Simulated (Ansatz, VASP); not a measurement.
One calculation of TePb, two programs

Contents of INCAR:

```
PREC = Accurate
ENCUT = 450
EDIFF = 1E-7
ISMEAR = 0
SIGMA = 0.02
LREAL = F
LASPH = T
NELM = 120
ALGO = Normal
ISIF = 2
LWAVE = F
LCHARG = F
IBRION = 2
NSW = 60
EDIFFG = -0.002
GGA_COMPAT = F
NELMIN = 4
```

KPOINTS

```
Automatic mesh
0
Gamma
  8 8 8
```

Contents of POSCAR:

```
TePb
1.0
    0.0000000000      3.1588810034      3.1588810034
    3.1588810034      0.0000000000      3.1588810034
    3.1588810034      3.1588810034      0.0000000000
Pb Te
1 1
Direct
    0.0000000000      0.0000000000      0.0000000000
    0.5000000000      0.5000000000      0.5000000000
```

Input for Ansatz:

```yaml
crystal:
  lattice:
    - [0.0, 3.1588810034, 3.1588810034]
    - [3.1588810034, 0.0, 3.1588810034]
    - [3.1588810034, 3.1588810034, 0.0]
  atoms:
    - { symbol: Pb, position: [0.0, 0.0, 0.0] }
    - { symbol: Te, position: [0.5, 0.5, 0.5] }
basis:
  ecutwfc: 420
kpoints:
  mp_grid: { grid: [8, 8, 8] }
hamiltonian:
  xc: lda
  pseudopotentials: { kind: paw, azcp: { folder: soft_1 } }
scf:
  occupations: { method: gaussian, width: 0.02 }
output:
  forces: true
  stress: true
  eigenvalues: true
relax:
  adjacent_minimum: "off"
  f_tol: 0.002
  max_steps: 40
```

Change from the starting cell: strained cell.

Alike in both runs: task relaxation of the atoms; functional LDA; k mesh 8 × 8 × 8; occupations gaussian, width 0.02 eV; no spin polarisation.

|  | VASP | Ansatz |
| --- | --- | --- |
| version | VASP 6.6.1 | Ansatz 0.2.0 |
| potentials or method | VASP PAW LDA potentials, release 64 (Pb_d, Te), cutoff 450 eV | scalar-relativistic, plane waves, PAW |
| valence electrons in the cell | 20 | 30 |

|  | VASP | Ansatz | Ansatz less VASP |
| --- | --- | --- | --- |
| gap on the k mesh at the Fermi level, each at its own relaxed structure (eV) | 0.48 | 0.51 | +0.023 |

Ansatz warns that its potentials were made for another functional, while VASP's fit it. LDA's correlation is that of Perdew and Zunger in VASP and of Perdew and Wang (1992) in Ansatz. VASP's potentials hold 20 valence electrons a cell and Ansatz's 30, so a difference there can come from the potentials and not from the codes. Ansatz's warnings: stress scf threshold loose.

Neither program's run includes spin-orbit coupling. Noted on VASP's run: the relaxation stopped at its first step, so nothing moved.
